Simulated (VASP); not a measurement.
Here is a VASP 6.6.1 calculation.

Contents of INCAR:

```
SYSTEM = Y
  ALGO = Fast
  EDIFF = 1E-6
  ENCUT = 520
  GGA = PS
  ISIF = 2
  ISMEAR = 0
  LASPH = .True.
  LCHARG = .False.
  LREAL = .False.
  LWAVE = .False.
  NBANDS = 12
  NELM = 80
  PREC = Accurate
  SIGMA = 0.15
```

Contents of KPOINTS:

```
k-points
0
Gamma
  18 18 18
  0 0 0
```

The input POSCAR:

```
Y
1.0
    0.0000000000      2.6233329721      2.2298330263
    2.6233329721      0.0000000000      2.2298330263
    2.6233329721      2.6233329721      0.0000000000
Y
1
Direct
    0.0000000000      0.0000000000      0.0000000000
```

Potentials or basis: VASP PAW PBE potentials, release 64 (Y_sv).

Launch:

```bash
$ cat potpaw_PBE.64/Y_sv/POTCAR > POTCAR
$ mpirun -np 1 vasp_std > vasp.out
```

(1) Estimate the pressure.

## Answers

(1) 0.1 GPa.

Caveat: the PAW data sets were made with another functional, which shifts forces and pressure a little.
